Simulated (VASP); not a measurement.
# CO: single point with PBE

CO, in a box:

```
C O
1.0
    10.00000    0.00000    0.00000
     0.00000   10.00000    0.00000
     0.00000    0.00000   11.00000
C O
1 1
Cartesian
  5.0000 5.0000 4.9974
  5.0000 5.0000 6.1326
```

```yaml
Program: VASP 6.6.1
Task: single point
Functional: PBE
Potentials_or_basis: VASP PAW PBE potentials, release 64 (C_h, O_h)
Cutoff: 1000 eV
k_mesh: 1 × 1 × 1
Occupations: gaussian, width 0.01 eV
Spin: no spin polarisation
Dipole_correction: no
Further_INCAR_settings: ALGO = Normal; EDIFF = 1e-06; NBANDS = 12; NELMDL = -8
```

```yaml
Largest_force: 0.040 eV/Å
Gap_between_the_frontier_levels: 6.99 eV
```

Forces in eV/Å, atoms in the order of the input:
```
C    0.000  0.000 -0.040
O    0.000  0.000  0.040
```

Levels at points of the mesh, in eV from the valence-band top:
```
           k point  band 2  band 3  band 4  band 5  band 6  band 7  band 8  band 9
(0.00, 0.00, 0.00)   -5.07   -2.74   -2.74    0.00    6.99    6.99    8.71    9.79
```

It took 5.2 min on 1 thread of AMD EPYC 7571 (shared host), peak memory 1.8 GiB.
